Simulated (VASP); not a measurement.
# ZnSnN2 (P-4m2) in VASP: a series of runs

ZnSnN2 is run at these levels: PBE; tasks: single point.

Program: VASP 6.6.1. These are calculated values, not measurements. Logs are shortened: lines on timing, memory, paths and dates and some standing lists are left out, and cuts for length are marked.

### Step 1. The cell of the first run

Symmetry: P-4m2, No. 115, tetragonal system. The conventional cell has a = 3.344 Å, b = 3.344 Å, c = 4.667 Å, α = 90.00°, β = 90.00°, γ = 90.00°. Within 2.7 Å of Zn (site symmetry -4m2) lie 4 N at 2.02 Å. N (site symmetry 2mm) has 2 Zn at 2.02 Å and 2 Sn at 2.05 Å within 2.7 Å. Within 2.7 Å of Sn (site symmetry -4m2) lie 4 N at 2.05 Å.

### Step 2. Single point, PBE (volume changed by -6%)

The input, INCAR:

```
SYSTEM = ZnSnN2
PREC = Accurate ; ENCUT = 520
EDIFF = 1E-6 ; ISMEAR = -1
SIGMA = 0.02 ; LREAL = .FALSE.
LASPH = .TRUE. ; NELM = 80
ALGO = Normal ; ISIF = 2
LWAVE = .FALSE. ; LCHARG = .TRUE.
GGA = PE ; LELF = .TRUE.
LVHAR = .TRUE. ; NBANDS = 26
```

The input, KPOINTS:

```
Automatic mesh
0
G
  6 6 4
  0 0 0
```

The input, POSCAR:

```
ZnSnN2
1.0
    3.3439784834      0.0000000000      0.0000000000
    0.0000000000      3.3439784834      0.0000000000
    0.0000000000      0.0000000000      4.6669635143
Zn N Sn
1 2 1
Direct
    0.0000000000      0.0000000000      0.0000000000
    0.0000000000      0.5000000000      0.2443005681
    0.5000000000      0.0000000000      0.7556994319
    0.5000000000      0.5000000000      0.5000000000
```

Potentials or basis: VASP PAW PBE potentials, release 64 (Zn, N, Sn_d).

Launch:

```sh
> cat potpaw_PBE.64/Zn/POTCAR potpaw_PBE.64/N/POTCAR potpaw_PBE.64/Sn_d/POTCAR > POTCAR
> mpirun -np 1 vasp_std > vasp.out
```

OUTCAR:

```text
SYSTEM = ZnSnN2
   PREC = Accurate
   ENCUT = 520
   EDIFF = 1E-6
   ISMEAR = -1
   LREAL = .FALSE.
   LASPH = .TRUE.
   NELM = 80
   ISIF = 2
   GGA = PE

 ion  position               nearest neighbor table
   1  0.000  0.000  0.000-   2 2.02   3 2.02   2 2.02   3 2.02   4 3.32   4 3.32   4 3.32   4 3.32
                             4 3.32   4 3.32   4 3.32   4 3.32
   2  0.000  0.500  0.244-   1 2.02   1 2.02   4 2.05   4 2.05
   3  0.500  0.000  0.756-   1 2.02   1 2.02   4 2.05   4 2.05
   4  0.500  0.500  0.500-   2 2.05   3 2.05   3 2.05   2 2.05   1 3.32   1 3.32   1 3.32   1 3.32
                             1 3.32   1 3.32   1 3.32   1 3.32

  LATTYP: Found a simple tetragonal cell.
 ALAT       =     3.3439784834
 C/A-ratio  =     1.3956320405

  Lattice vectors:

 A1 = (   3.3439784834,   0.0000000000,   0.0000000000)
 A2 = (   0.0000000000,   3.3439784834,   0.0000000000)
 A3 = (   0.0000000000,   0.0000000000,   4.6669635143)

Analysis of symmetry for initial positions (statically):
=====================================================================
 Subroutine PRICEL returns:
 Original cell was already a primitive cell.

 Routine SETGRP: Setting up the symmetry group for a
 simple tetragonal supercell.

 Subroutine GETGRP returns: Found  8 space group operations
 (whereof  8 operations were pure point group operations)
 out of a pool of 16 trial point group operations.

The static configuration has the point symmetry D_2d.

Analysis of symmetry for dynamics (positions and initial velocities):
=====================================================================
 Subroutine PRICEL returns:
 Original cell was already a primitive cell.

 Routine SETGRP: Setting up the symmetry group for a
 simple tetragonal supercell.

 Subroutine GETGRP returns: Found  8 space group operations
 (whereof  8 operations were pure point group operations)
 out of a pool of 16 trial point group operations.

The dynamic configuration has the point symmetry D_2d.

 Subroutine INISYM returns: Found  8 space group operations
 (whereof  8 operations are pure point group operations),
 and found     1 'primitive' translations

----------------------------------------------------------------------------------------

[... 86 lines left out ...]
 SYSTEM =  ZnSnN2
   PREC   = accura    normal or accurate (medium, high low for compatibility)
   ISTART =      0    job   : 0-new  1-cont  2-samecut
   ICHARG =      2    charge: 1-file 2-atom 10-const
   ISPIN  =      1    spin polarized calculation?
   LNONCOLLINEAR =      F non collinear calculations
   LSORBIT =      F    spin-orbit coupling
   LASPH  =      T    aspherical Exc in radial PAW
   ENCUT  =  520.0 eV  38.22 Ry    6.18 a.u.   6.22  6.22  8.68*2*pi/ulx,y,z
   NELM   =     80;   NELMIN=  2; NELMDL= -5     # of ELM steps
   EDIFF  = 0.1E-05   stopping-criterion for ELM
   LREAL  =      F    real-space projection
   EDIFFG = 0.1E-04   stopping-criterion for IOM
   NSW    =      0    number of steps for IOM
   IBRION =     -1    ionic relax: 0-MD 1-quasi-New 2-CG
   NFREE  =      0    steps in history (QN), initial steepest desc. (CG)
   ISIF   =      2    stress and relaxation
   ISYM   =      2    0-nonsym 1-usesym 2-fastsym
   POTIM  = 0.5000    time-step for ionic-motion
   TEBEG  =    0.0;   TEEND  =   0.0 temperature during run
   PSTRESS=    0.0 pullay stress
   NELECT =      36.0000    total number of electrons
   NUPDOWN=      -1.0000    fix difference up-down
   EMIN   =  10.00;   EMAX   =-10.00  energy-range for DOS
   EFERMI =   0.00;   METHOD = LEGACY
   ISMEAR =    -1;   SIGMA  =   0.02  broadening in eV -4-tet -1-fermi 0-gaus
   EFERMI_NEDOS =   21; number of points for ismear=-14 and -15
   IALGO  =     38    algorithm
   IMIX   =      4    mixing-type and parameters
     AMIX     =   0.40;   BMIX     =  1.00
     AMIX_MAG =   1.60;   BMIX_MAG =  1.00
  volume/ion in A,a.u.               =      13.05        88.04
  Fermi-wavevector in a.u.,A,eV,Ry     =   1.446511  2.733510 28.468768  2.092395
  Thomas-Fermi vector in A             =   2.564572
   LORBIT       =      0    0 simple, 1 ext, 2 COOP (PROOUT), +10 PAW based schemes
   GGA     = PE    functional components
   LHFCALC =     F    Hartree Fock is set to
   AEXX    =    0.0000 exact exchange contribution
   IVDW    =     0    specifies the selected vdW correction
   LEPSILON=     F    determine dielectric tensor
   LRPA    =     F    only Hartree local field effects (RPA)
 non-spin polarized calculation
  energy-cutoff  :      520.00
  volume of cell :       52.19
 maximum number of plane-waves:      1433
 NGX is ok and might be reduce to    28
   NGX = 13   NGY = 13   NGZ = 17

 number of electron      35.9999977 magnetization

 Free energy of the ion-electron system (eV)
  ---------------------------------------------------
  ext. energy  EPLUGINS =         0.00000000
  ---------------------------------------------------
  free energy    TOTEN  =       -21.29301149 eV

  energy without entropy =      -21.29278619  energy(sigma->0) =      -21.29289884

 E-fermi :   5.8725     XC(G=0): -11.2443

 val. band max:        5.8118968092   @ k =   0.0000   0.0000   0.0000
 cond. band min:       5.9147298687   @ k =   0.0000   0.0000   0.0000
 fundamental gap:      0.1028330595
 Fermi energy:         5.8725243303

 k-point     1 :       0.0000    0.0000    0.0000
  band No.  band energies     occupation
      1     -15.4084      2.00000
      2     -15.0798      2.00000
      3     -15.0798      2.00000
      4     -15.0452      2.00000
      5     -14.9027      2.00000
      6     -10.1340      2.00000
[... 685 lines left out ...]
     25      16.2307      0.00000
     26      16.2429      0.00000

 [... further k-points ...]
[... 5 lines left out ...]
  --------------------------------------------------------------------------------------
  -------------------------------------------------------------------------------------
  Total        3.3817732      3.3817732      3.1590574      0.0000000      0.0000000     -0.0000000
  in kB      103.8230304    103.8230304     96.9854866      0.0000000      0.0000000     -0.0000000
  external PRESSURE =     101.5438491 kB  Pullay stress =       0.0000000 kB

 VOLUME and BASIS-vectors are now :
 -----------------------------------------------------------------------------
  energy-cutoff  :      520.00
  volume of cell :       52.19
      direct lattice vectors                 reciprocal lattice vectors
     3.343978483  0.000000000  0.000000000     0.299044986  0.000000000  0.000000000
     0.000000000  3.343978483  0.000000000     0.000000000  0.299044986  0.000000000
     0.000000000  0.000000000  4.666963514     0.000000000  0.000000000  0.214272084

 POSITION                                       TOTAL-FORCE (eV/Angst)
 -----------------------------------------------------------------------------------
      0.00000      0.00000      0.00000        -0.000000     -0.000000      0.000000
      0.00000      1.67199      1.14014        -0.000000     -0.000000     -0.181866
      1.67199      0.00000      3.52682         0.000000     -0.000000      0.181866
      1.67199      1.67199      2.33348         0.000000      0.000000      0.000000
 -----------------------------------------------------------------------------------
    total drift:                                0.000000      0.000000      0.000000

  FREE ENERGIE OF THE ION-ELECTRON SYSTEM (eV)
  ---------------------------------------------------
  free  energy   TOTEN  =       -21.2930114878 eV

  energy  without entropy=      -21.2927861883  energy(sigma->0) =      -21.29289884
```

Wall time 22 s (1 thread of Intel Xeon 6975P-C (Granite Rapids), shared host); peak memory 0.19 GiB.

What came out:

- Free energy: -21.2930 eV
- Pressure: 10.2 GPa
- Largest force: 0.182 eV/Å
- Band gap on the k mesh: 0.10 eV, direct

Forces on the atoms (eV/Å):
```
Zn   0.000  0.000  0.000
N    0.000  0.000 -0.182
N    0.000  0.000  0.182
Sn   0.000  0.000  0.000
```

Stress tensor (GPa, compression positive):
```
10.38  0.00  0.00
 0.00 10.38  0.00
 0.00  0.00  9.70
```

Caveat: spin-orbit coupling is left out, which moves the levels of the heavy elements.

### Step 3. Single point, PBE (volume changed by -3%)

The input, INCAR:

```
PREC     = Accurate       # precision mode
ENCUT    = 520            # plane-wave cutoff, eV
EDIFF    = 1E-7           # SCF threshold, eV
ISMEAR   = -1             # smearing method
SIGMA    = 0.02           # smearing width, eV
LREAL    = F              # projectors in reciprocal space
LASPH    = T              # aspherical terms in the spheres
NELM     = 80             # most SCF steps
ALGO     = Normal         # electronic algorithm
ISIF     = 2              # what is computed and relaxed
LWAVE    = F              # write WAVECAR
LCHARG   = T              # write CHGCAR
GGA      = PE             # functional
LELF     = T              # ELF
LVHAR    = T            
NBANDS   = 26             # bands
```

The input, KPOINTS:

```
regular mesh
0
Gamma
  6 6 4
```

The input, POSCAR:

```
ZnSnN2
1.0
    3.3791808438      0.0000000000      0.0000000000
    0.0000000000      3.3791808438      0.0000000000
    0.0000000000      0.0000000000      4.7160930564
Zn N Sn
1 2 1
Direct
    0.0000000000      0.0000000000      0.0000000000
    0.0000000000      0.5000000000      0.2443005681
    0.5000000000      0.0000000000      0.7556994319
    0.5000000000      0.5000000000      0.5000000000
```

Potentials or basis: VASP PAW PBE potentials, release 64 (Zn, N, Sn_d).

Launch:

```sh
> cat potpaw_PBE.64/Zn/POTCAR potpaw_PBE.64/N/POTCAR potpaw_PBE.64/Sn_d/POTCAR > POTCAR
> mpirun -np 1 vasp_std > vasp.out
```

OUTCAR:

```text
PREC = Accurate
   ENCUT = 520
   EDIFF = 1E-7
   ISMEAR = -1
   LREAL = F
   LASPH = T
   NELM = 80
   ISIF = 2
   GGA = PE

 ion  position               nearest neighbor table
   1  0.000  0.000  0.000-   2 2.05   3 2.05   2 2.05   3 2.05   4 3.36   4 3.36   4 3.36   4 3.36
                             4 3.36   4 3.36   4 3.36   4 3.36
   2  0.000  0.500  0.244-   1 2.05   1 2.05   4 2.08   4 2.08
   3  0.500  0.000  0.756-   1 2.05   1 2.05   4 2.08   4 2.08
   4  0.500  0.500  0.500-   2 2.08   3 2.08   3 2.08   2 2.08   1 3.36   1 3.36   1 3.36   1 3.36
[... 900 lines left out ...]
  -------------------------------------------------------------------------------------
  Total        1.6802824      1.6802824      1.5654436      0.0000000      0.0000000      0.0000000
  in kB       49.9905174     49.9905174     46.5739187      0.0000000      0.0000000      0.0000000
  external PRESSURE =      48.8516512 kB  Pullay stress =       0.0000000 kB

 VOLUME and BASIS-vectors are now :
 -----------------------------------------------------------------------------
  energy-cutoff  :      520.00
  volume of cell :       53.85
      direct lattice vectors                 reciprocal lattice vectors
     3.379180844  0.000000000  0.000000000     0.295929708  0.000000000  0.000000000
     0.000000000  3.379180844  0.000000000     0.000000000  0.295929708  0.000000000
     0.000000000  0.000000000  4.716093056     0.000000000  0.000000000  0.212039921

 POSITION                                       TOTAL-FORCE (eV/Angst)
 -----------------------------------------------------------------------------------
      0.00000      0.00000      0.00000         0.000000      0.000000      0.000000
      0.00000      1.68959      1.15214        -0.000000      0.000000     -0.080880
      1.68959      0.00000      3.56395        -0.000000      0.000000      0.080880
      1.68959      1.68959      2.35805        -0.000000     -0.000000      0.000000
 -----------------------------------------------------------------------------------
    total drift:                                0.000000      0.000000      0.000000

  FREE ENERGIE OF THE ION-ELECTRON SYSTEM (eV)
  ---------------------------------------------------
  free  energy   TOTEN  =       -21.3715923286 eV

  energy  without entropy=      -21.3709431693  energy(sigma->0) =      -21.37126775
```

OSZICAR:

```text
N       E                     dE             d eps       ncg     rms          rms(c)
DAV:   1     0.310667693831E+03    0.31067E+03   -0.18243E+04  1594   0.214E+03
DAV:   2     0.161907454858E+02   -0.29448E+03   -0.27909E+03  1584   0.459E+02
DAV:   3    -0.239239054133E+02   -0.40115E+02   -0.39422E+02  1786   0.157E+02
DAV:   4    -0.254264915203E+02   -0.15026E+01   -0.14946E+01  1836   0.322E+01
DAV:   5    -0.254508214424E+02   -0.24330E-01   -0.24325E-01  1842   0.438E+00    0.132E+01
DAV:   6    -0.211562333704E+02    0.42946E+01   -0.82058E+00  2424   0.701E+01    0.677E+00
DAV:   7    -0.214228338016E+02   -0.26660E+00   -0.33645E+00  1602   0.134E+01    0.406E+00
DAV:   8    -0.214033377394E+02    0.19496E-01   -0.37554E-01  2112   0.567E+00    0.133E+00
DAV:   9    -0.213702545453E+02    0.33083E-01   -0.91729E-02  2340   0.385E+00    0.299E-01
DAV:  10    -0.213713836121E+02   -0.11291E-02   -0.12423E-02  1626   0.702E-01    0.175E-01
DAV:  11    -0.213716331244E+02   -0.24951E-03   -0.69586E-04  1826   0.220E-01    0.513E-02
DAV:  12    -0.213715883561E+02    0.44768E-04   -0.10671E-04  2038   0.920E-02    0.643E-03
DAV:  13    -0.213715929905E+02   -0.46344E-05   -0.19411E-05  1788   0.353E-02    0.746E-03
DAV:  14    -0.213715924118E+02    0.57865E-06   -0.20304E-06  2252   0.137E-02    0.190E-03
DAV:  15    -0.213715923019E+02    0.10993E-06   -0.36763E-07  1664   0.515E-03    0.628E-04
DAV:  16    -0.213715923286E+02   -0.26726E-07   -0.15424E-08   868   0.313E-03
   1 F= -.21371592E+02 E0= -.21371268E+02  d E =-.649159E-03
```

stdout:

```text
POSCAR found type information on POSCAR ZnN Sn
 POSCAR found :  3 types and       4 ions
 scaLAPACK will be used
 LDA part: xc-table for (Slater+PW92), standard interpolation
 POSCAR, INCAR and KPOINTS ok, starting setup
 FFT: planning ... GRIDC
 FFT: planning ... GRID_SOFT
 FFT: planning ... GRID
 WAVECAR not read
 entering main loop
```

Run time: 25 s. Hardware: 1 thread of Intel Xeon 6975P-C (Granite Rapids), shared host; peak memory 0.19 GiB.

What came out:

```yaml
Free_energy: -21.3716 eV
Pressure: 4.9 GPa
Largest_force: 0.081 eV/Å
Band_gap_on_the_k_mesh: zero (filled and empty bands touch)
```

Forces on the atoms (eV/Å):
```
Zn   0.000  0.000  0.000
N    0.000  0.000 -0.081
N    0.000  0.000  0.081
Sn   0.000  0.000  0.000
```

Levels at points of the mesh, in eV from the Fermi level:
```
           k point  band 15  band 16  band 17  band 18  band 19  band 20  band 21  band 22
(0.00, 0.00, 0.00)    -2.97    -0.04    -0.02    -0.02    -0.02     2.64     6.11     8.98
(0.50, 0.00, 0.00)    -3.07    -2.73    -1.74    -0.57     3.78     5.49     6.07     7.21
(0.50, 0.50, 0.00)    -3.48    -2.60    -2.60    -1.95     2.77     2.77     5.00     7.14
(0.00, 0.00, 0.50)    -2.11    -2.11    -0.97    -0.97     2.75     3.23     6.79     7.16
(0.50, 0.00, 0.50)    -1.74    -1.22    -0.71    -0.50     2.50     4.15     6.84     7.21
(0.50, 0.50, 0.50)    -3.59    -3.59    -3.33    -2.88     5.19     5.19     5.73     8.56
```

Caveat: spin-orbit coupling is left out, which moves the levels of the heavy elements.
